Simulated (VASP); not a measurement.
Wanted: the native input for a VASP 6.6.1 run.

| Property | Result |
| --- | --- |
| Task | single point |
| Functional | PBE |
| Potentials or basis | VASP PAW PBE potentials, release 64 (C, H) |
| Cutoff | 520 eV |
| k mesh | 6 × 3 × 1 |
| Occupations | gaussian, width 0.1 eV |
| Spin | no spin polarisation |
| Dipole correction | yes |
| Further INCAR settings | ALGO = Normal; EDIFF = 1e-07; NBANDS = 38 |

The structure of HC6 lies in POSCAR:

```
HC6
1.0
    4.9326910638      0.0000000000      0.0000000000
    0.0000000000      8.5222964205      0.0000000000
    0.0000000000      0.0000000000     22.9416055954
C H
12 2
Direct
    0.0000000000      0.0000000000      0.1743557130
    0.5000000000      0.0000000000      0.1743557130
    0.2500000000      0.0000000000      0.2053898368
    0.7500000000      0.0000000000      0.2053898368
    0.2500000000      0.0000000000      0.2674580844
    0.7500000000      0.0000000000      0.2674580844
    0.0000000000      0.0000000000      0.2977124344
    0.5000000000      0.0000000000      0.2977124344
    0.0000000000      0.0000000000      0.3626190265
    0.5000000000      0.0000000000      0.3626190265
    0.2500000000      0.0000000000      0.3897550046
    0.7500000000      0.0000000000      0.3897550046
    0.1568459804      0.0000000000      0.4651638505
    0.3431540196      0.0000000000      0.4651638505
```

One way to write it, as run:

INCAR

```
  ALGO = Normal
  DIPOL = 0.5 0.5 0.309
  EDIFF = 1E-7
  ENCUT = 520
  GGA = PE
  IDIPOL = 3
  ISIF = 2
  ISMEAR = 0
  LASPH = True
  LCHARG = False
  LDIPOL = True
  LREAL = False
  LWAVE = False
  NBANDS = 38
  NELM = 60
  PREC = Accurate
  SIGMA = 0.1
```

KPOINTS

```
k-points
0
Gamma
  6 3 1
```

Potentials or basis: VASP PAW PBE potentials, release 64 (C, H).

Launch:

```console
$ cat potpaw_PBE.64/C/POTCAR potpaw_PBE.64/H/POTCAR > POTCAR
$ mpirun -np 1 vasp_std > vasp.out
```

It gave:

| Item | Value |
| --- | --- |
| Largest force | 3.178 eV/Å |
| Band gap on the k mesh | 0.02 eV |

It took 12 min on 1 thread of Intel(R) Xeon(R) 6975P-C (Granite Rapids), with other jobs on the host, peak memory 0.92 GiB.
